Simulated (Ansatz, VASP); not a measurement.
## One calculation of Cu, two programs

```xyz
1
Lattice="0.0000 1.7818 1.7818 1.7818 0.0000 1.7818 1.7818 1.7818 0.0000" Properties=species:S:1:pos:R:3 pbc="T T T"
Cu    0.0000    0.0000    0.0000
```

Alike in both runs: functional r2SCAN; dispersion rVV10; k mesh 20 × 20 × 20; occupations gaussian, width 0.1 eV; no spin polarisation.

Ansatz relaxed the structure, and its values are those at the end. VASP's run is a single point on that final structure, the one shown.

```csv
,VASP,Ansatz
version,VASP 6.6.1,Ansatz 0.2.0
potentials or method,"VASP PAW PBE potentials, release 64 (Cu), cutoff 520 eV","scalar-relativistic, plane waves, PAW"
valence electrons in the cell,11,19
```

```tsv
	VASP	Ansatz	Ansatz less VASP
gap on the k mesh at the Fermi level (eV)	none	none	-
pressure (GPa)	0.6	0.0	-0.58
```

VASP's potentials were made for PBE, not for r2SCAN. A gap of «none» marks a metal or a gap that the smearing closes. VASP's potentials hold 11 valence electrons a cell and Ansatz's 19, so a difference there can come from the potentials and not from the codes.
